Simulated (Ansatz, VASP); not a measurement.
# TiC: VASP beside Ansatz

```
Ti C
1.0
     0.00000    2.20035    2.20035
     2.20035    0.00000    2.20035
     2.20035    2.20035    0.00000
Ti C
1 1
Direct
  0.00000 0.00000 0.00000
  0.50000 0.50000 0.50000
```

Change from the starting cell: strain +0.025 along x and y, +0.025 along z, atoms carried along.

Alike in both runs: task single point; functional PBEsol; k mesh 24 × 24 × 24; occupations gaussian, width 0.15 eV; no spin polarisation.

```csv
,VASP,Ansatz
version,VASP 6.6.1,Ansatz 0.2.0
potentials or method,"VASP PAW PBE potentials, release 64 (Ti_sv, C), cutoff 520 eV","scalar-relativistic, plane waves, PAW"
valence electrons in the cell,16,16
```

```csv
,VASP,Ansatz,Ansatz less VASP
gap on the k mesh at the Fermi level (eV),none,none,-
pressure (GPa),-16.8,-17.1,-0.31
```

VASP's potentials were made for PBE, not for PBEsol. A gap of «none» marks a metal or a gap that the smearing closes.
